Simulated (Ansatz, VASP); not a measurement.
SnO in VASP and in Ansatz

```
CELL_PARAMETERS angstrom
3.83637 0.00000 0.00000
0.00000 3.83637 0.00000
0.00000 0.00000 30.63191
ATOMIC_POSITIONS crystal
Sn 0.50000 0.00000 0.46220
Sn 0.00000 0.50000 0.53780
O 0.00000 0.00000 0.50000
O 0.50000 0.50000 0.50000
```

Alike in both runs: task single point; functional PBE; dispersion D3(BJ); k mesh 6 × 6 × 1; occupations gaussian, width 0.1 eV; no spin polarisation.

|  | VASP | Ansatz |
| --- | --- | --- |
| version | VASP 6.6.1 | Ansatz 0.2.0 |
| potentials or method | VASP PAW PBE potentials, release 64 (Sn_d, O), cutoff 520 eV | scalar-relativistic, plane waves, PAW |
| valence electrons in the cell | 40 | 40 |

```tsv
	VASP	Ansatz	Ansatz less VASP
gap on the k mesh at the Fermi level (eV)	2.97	3.04	+0.069
least direct gap on the mesh (eV)	3.01	3.07	+0.066
rms of the force components (eV/Å)	0.174	0.134	-0.0407
```
